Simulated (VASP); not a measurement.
A run of VASP 6.6.1 is set up as follows.

The input INCAR:

```
PREC = Accurate
ENCUT = 520
EDIFF = 1E-6
ISMEAR = 0
SIGMA = 0.2
LREAL = False
LASPH = True
NELM = 60
ALGO = Normal
ISIF = 2
LWAVE = False
LCHARG = False
GGA = PE
NBANDS = 39
```

File KPOINTS:

```
Automatic mesh
0
Gamma
  6 4 4
```

The input POSCAR:

```
Hg2O
1.0
   -3.6373121238      0.1411000829      0.0304162246
   -0.8886434322     -0.8366304812     -5.0665154063
   -0.6172944963     -7.2402306816      0.1150952691
Hg O
4 2
Direct
    0.7164350903      0.7989244116      0.8455078370
    0.7161914787      0.7990189973      0.3455203594
    0.0863093176      0.3688852000      0.5306117612
    0.0869898585      0.3688599938      0.0304333834
    0.5667978616      0.0839182902      0.6045964654
    0.5671991533      0.0838224072      0.1044508437
```

Potentials or basis: VASP PAW PBE potentials, release 64 (Hg, O).

Run with:

```bash
$ cat potpaw_PBE.64/Hg/POTCAR potpaw_PBE.64/O/POTCAR > POTCAR
$ mpirun -np 1 vasp_std > vasp.out
```

Q: Predict the band gap on the k mesh.

A: Zero (band 30 reaches 0.86 eV, above the bottom of band 31 at 0.35 eV).

Q: Predict the pressure.

A: 0.8 GPa.

Q: Estimate the largest force.

A: 0.095 eV/Å.

Forces on the atoms (eV/Å):
```
Hg   0.006 -0.059  0.016
Hg   0.005 -0.060  0.017
Hg   0.057 -0.012 -0.017
Hg   0.058 -0.012 -0.018
O   -0.063  0.072  0.001
O   -0.064  0.071  0.001
```

Caveat: spin-orbit coupling is left out, which moves the levels of the heavy elements.
